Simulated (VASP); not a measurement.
A run of VASP 6.6.1:

INCAR

```
SYSTEM = Al
PREC = Accurate
ENCUT = 520
EDIFF = 1E-7
ISMEAR = 0
SIGMA = 0.15
LREAL = .False.
LASPH = .True.
NELM = 80
ALGO = Normal
ISIF = 2
LWAVE = .False.
LCHARG = .False.
NBANDS = 8
```

The input KPOINTS:

```
Automatic mesh
0
Gamma
  22 22 22
  0 0 0
```

POSCAR

```
Al
1.0
   -1.5271858517      1.5271858517      1.6456954737
    1.5271858517     -1.5271858517      1.6456954737
    1.5271858517      1.5271858517     -1.6456954737
Al
1
Direct
    0.0000000000      0.0000000000      0.0000000000
```

Potentials or basis: VASP PAW LDA potentials, release 64 (Al).

The run is started by

```bash
$ cat potpaw_LDA.64/Al/POTCAR > POTCAR
$ mpirun -np 1 vasp_std > vasp.out
```

Hardware: 1 thread of AMD EPYC 7571, with other jobs on the host.

Question: Estimate the wall time of this run.

Answer: Wall time 2.2 min on 1 thread of AMD EPYC 7571, on a shared host, peak memory 0.15 GiB. Counts: scf iterations 10, k points 834.
